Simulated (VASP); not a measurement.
Set up this calculation in VASP 6.6.1, as the native input.

| Item | Value |
| --- | --- |
| Task | single point |
| Functional | LDA |
| Potentials or basis | VASP PAW LDA potentials, release 64 (As) |
| Cutoff | 520 eV |
| k mesh | 10 × 10 × 10 |
| Occupations | fermi-dirac, width 0.05 eV |
| Spin | no spin polarisation |
| Dipole correction | no |
| Further INCAR settings | ALGO = Normal; EDIFF = 1e-06; NBANDS = 8 |

The structure of As lies in POSCAR:

```
As
1.0
    2.6855356826      0.0000000000      0.0000000000
    0.0000000000      2.6855356826      0.0000000000
    0.0000000000      0.0000000000      2.6855356826
As
1
Direct
    0.5000000000      0.5000000000      0.5000000000
```

This cell differs from its parent crystal: volume scaled by 0.98.

These files were run (other wordings do the same):

INCAR

```
PREC     = Accurate       # precision mode
ENCUT    = 520            # plane-wave cutoff, eV
EDIFF    = 1E-6           # SCF threshold, eV
ISMEAR   = -1             # smearing method
SIGMA    = 0.05           # smearing width, eV
LREAL    = False          # projectors in reciprocal space
LASPH    = True           # aspherical terms in the spheres
NELM     = 80             # most SCF steps
ALGO     = Normal         # electronic algorithm
ISIF     = 2              # what is computed and relaxed
LWAVE    = False          # write WAVECAR
LCHARG   = True           # write CHGCAR
GGA      = CA             # functional
LELF     = True           # ELF
LVHAR    = True         
NBANDS   = 8              # bands
```

KPOINTS

```
Automatic mesh
0
Gamma
  10 10 10
```

Potentials or basis: VASP PAW LDA potentials, release 64 (As).

Launch:

```bash
$ cat potpaw_LDA.64/As/POTCAR > POTCAR
$ mpirun -np 1 vasp_std > vasp.out
```

Results of the run:

```yaml
Pressure: -1.1 GPa
```

Run time: 4.7 s on 1 thread of Intel(R) Xeon(R) Platinum 8488C (Sapphire Rapids), with other jobs on the host, peak memory 0.11 GiB.
